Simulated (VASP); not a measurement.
Input of a VASP 6.6.1 run:

Contents of INCAR:

```
PREC = Accurate ; ENCUT = 520
EDIFF = 1E-6 ; ISMEAR = 0
SIGMA = 0.15 ; LREAL = F
LASPH = T ; NELM = 150
ALGO = Normal ; ISIF = 2
LWAVE = F ; LCHARG = F
ISPIN = 2 ; MAGMOM = 0.25 0
LORBIT = 11 ; NUPDOWN = 0.25
LMAXMIX = 4 ; GGA = CA
NBANDS = 18
```

Contents of KPOINTS:

```
regular mesh
0
Gamma
  21 21 12
```

POSCAR

```
TiAl
1.0
    2.8490138039      0.0000000000      0.0000000000
   -1.4245069020      2.4673183299      0.0000000000
    0.0000000000      0.0000000000      4.6504521693
Ti Al
1 1
Direct
    0.0000000000      0.0000000000      0.0000000000
    0.3333333333      0.6666666667      0.5000000000
```

Potentials or basis: VASP PAW LDA potentials, release 64 (Ti_sv, Al).

Command:

```sh
$ cat potpaw_LDA.64/Ti_sv/POTCAR potpaw_LDA.64/Al/POTCAR > POTCAR
$ mpirun -np 1 vasp_std > vasp.out
```

Question: Estimate the pressure.

Answer: -4.2 GPa.

Stress tensor (GPa, compression positive):
```
-3.79  0.00  0.00
 0.00 -3.79  0.00
 0.00  0.00 -4.93
```

Caveat: the cell stands under tension; the total moment is fixed, so each spin has its own Fermi level.
